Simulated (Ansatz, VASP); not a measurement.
One calculation of InSb, two programs

The input INCAR:

```
SYSTEM = InSb
PREC = Accurate
ENCUT = 500
EDIFF = 1E-6
ISMEAR = 0
SIGMA = 0.1
LREAL = .FALSE.
LASPH = .TRUE.
NELM = 120
ALGO = Normal
ISIF = 2
LWAVE = .FALSE.
LCHARG = .FALSE.
GGA = PS
NBANDS = 16
GGA_COMPAT = .FALSE.
```

KPOINTS

```
Automatic mesh
0
G
  18 18 18
  0 0 0
```

File POSCAR:

```
InSb
1.0
    0.0000000000      3.0186075815      3.0186075815
    3.0186075815      0.0000000000      3.0186075815
    3.0186075815      3.0186075815      0.0000000000
In Sb
1 1
Direct
    0.0000000000      0.0000000000      0.0000000000
    0.5000000000      0.5000000000      0.5000000000
```

Input for Ansatz:

```yaml
crystal:
  lattice:
    - [0.0, 3.0186075815, 3.0186075815]
    - [3.0186075815, 0.0, 3.0186075815]
    - [3.0186075815, 3.0186075815, 0.0]
  atoms:
    - { symbol: In, position: [0.0, 0.0, 0.0] }
    - { symbol: Sb, position: [0.5, 0.5, 0.5] }
basis:
  ecutwfc: 420
kpoints:
  mp_grid: { grid: [18, 18, 18] }
hamiltonian:
  xc: pbesol
  pseudopotentials: { kind: paw, azcp: { folder: soft_1 } }
scf:
  occupations: { method: gaussian, width: 0.1 }
output:
  forces: true
  stress: true
  eigenvalues: true
```

Alike in both runs: task single point; functional PBEsol; k mesh 18 × 18 × 18; occupations gaussian, width 0.1 eV; no spin polarisation.

|  | VASP | Ansatz |
| --- | --- | --- |
| version | VASP 6.6.1 | Ansatz 0.2.0 |
| potentials or method | VASP PAW PBE potentials, release 64 (In_d, Sb), cutoff 500 eV | scalar-relativistic, plane waves, PAW |
| valence electrons in the cell | 18 | 28 |

|  | VASP | Ansatz | Ansatz less VASP |
| --- | --- | --- | --- |
| gap on the k mesh at the Fermi level (eV) | none | none | - |
| pressure (GPa) | 0.0 | -0.1 | -0.02 |

VASP's potentials were made for PBE, not for PBEsol, and Ansatz warns of the same on its side. A gap of «none» marks a metal or a gap that the smearing closes. With one functional, cell and mesh, what is left measures potentials, basis and numerics. VASP's potentials hold 18 valence electrons a cell and Ansatz's 28, so a difference there can come from the potentials and not from the codes.

Spin-orbit coupling is off throughout.
